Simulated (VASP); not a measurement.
## GdN: single point with PBE+U

GdN:

```
Gd N
1.0
     0.00000    2.45426    2.45426
     2.45426    0.00000    2.45426
     2.45426    2.45426    0.00000
Gd N
1 1
Cartesian
  2.4543 2.4543 2.4543
  0.0000 0.0000 0.0000
```

| Property | Result |
| --- | --- |
| Program | VASP 6.6.1 |
| Task | single point |
| Functional | PBE |
| Potentials or basis | VASP PAW PBE potentials, release 64 (Gd, N) |
| Cutoff | 520 eV |
| k mesh | 8 × 8 × 8 |
| Occupations | gaussian, width 0.05 eV |
| Spin | collinear spin, ferrimagnetic start |
| Starting moments | [7.61, -0.16] μB |
| Hubbard terms | Gd f U = 6.0 eV |

```
Pressure                                              : 9.9 GPa
Band gap on the k mesh                                : zero (filled and empty bands overlap)
Net moment                                            : 7.00 μB per cell
Site moments                                          : Gd +6.87; N -0.12 μB
Valence electrons inside the program's atomic spheres : Gd 15.27; N 3.67
```

Levels at points of the mesh, in eV from the Fermi level:
Spin up:
| k point | band 13 | band 14 | band 15 | band 16 | band 17 | band 18 |
| --- | --- | --- | --- | --- | --- | --- |
| (0.00, 0.00, 0.00) | 0.32 | 0.32 | 0.32 | 2.75 | 2.75 | 2.75 |
| (0.50, 0.00, 0.00) | -4.28 | -2.46 | -2.46 | 5.57 | 6.34 | 6.34 |
| (0.50, 0.50, 0.00) | -1.09 | -0.36 | -0.03 | -0.03 | 6.99 | 7.24 |
Spin down:
| k point | band 6 | band 7 | band 8 | band 9 | band 10 | band 11 |
| --- | --- | --- | --- | --- | --- | --- |
| (0.00, 0.00, 0.00) | -0.32 | -0.32 | -0.32 | 3.58 | 3.58 | 3.58 |
| (0.50, 0.00, 0.00) | -4.02 | -2.38 | -2.38 | 4.75 | 5.15 | 5.15 |
| (0.50, 0.50, 0.00) | -0.76 | -0.34 | -0.34 | 0.32 | 5.23 | 5.26 |

Eigenvalues of the final occupation matrices:
| site | spin | trace | eigenvalues |
| --- | --- | --- | --- |
| site 1 f | 1 | 6.94 | 0.99 0.99 0.99 0.99 0.99 0.99 0.99 |
| site 1 f | 2 | 0.05 | 0.00 0.00 0.00 0.00 0.01 0.01 0.01 |

Wall time 2.3 min on 1 thread of AMD EPYC 7571, with other jobs on the host, peak memory 0.17 GiB.

Caveat: spin-orbit coupling is left out, which moves the levels of the heavy elements; a cell with one magnetic atom can't hold antiferromagnetic order, which such compounds often take. The state reached can hang on the start; a lower one may exist.
